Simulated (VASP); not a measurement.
Here is a VASP 6.6.1 calculation.

Contents of INCAR:

```
SYSTEM = KSiH
PREC     = Accurate       ! precision mode
ENCUT    = 500            ! plane-wave cutoff, eV
EDIFF    = 1E-7           ! SCF threshold, eV
ISMEAR   = 0              ! smearing method
SIGMA    = 0.1            ! smearing width, eV
LREAL    = .False.        ! projectors in reciprocal space
LASPH    = .True.         ! aspherical terms in the spheres
NELM     = 120            ! most SCF steps
ALGO     = Normal         ! electronic algorithm
ISIF     = 3              ! what is computed and relaxed
LWAVE    = .False.        ! write WAVECAR
LCHARG   = .False.        ! write CHGCAR
GGA      = PE             ! functional
IBRION   = 2              ! ionic algorithm
NSW      = 90             ! ionic steps
EDIFFG   = -0.04          ! ionic threshold
GGA_COMPAT= .False.      
NELMIN   = 4
```

The input KPOINTS:

```
Automatic mesh
0
Gamma
  6 6 4
  0 0 0
```

File POSCAR:

```
KSiH
1.0
    3.3641063600      0.0000000000      0.0000000000
    0.0000000000      3.3641063600      0.0000000000
    0.0000000000      0.0000000000      4.9169346300
K Si H
1 1 1
Direct
    0.5000000000      0.5000000000      0.3281611800
    0.0000000000      0.0000000000      0.1416135200
    0.5000000000      0.5000000000      0.8313673400
```

Potentials or basis: VASP PAW PBE potentials, release 64 (K_sv, Si, H).

Command:

```console
$ cat potpaw_PBE.64/K_sv/POTCAR potpaw_PBE.64/Si/POTCAR potpaw_PBE.64/H/POTCAR > POTCAR
$ mpirun -np 1 vasp_std > vasp.out
```

(1) Estimate the space group after relaxing (to 0.1 Å).

(2) Estimate the relaxed cell.

## Answers

(1) P4/mmm (No. 123).

(2) a = 3.129 Å, b = 3.129 Å, c = 5.443 Å, α = 90.00°, β = 90.00°, γ = 90.00°.
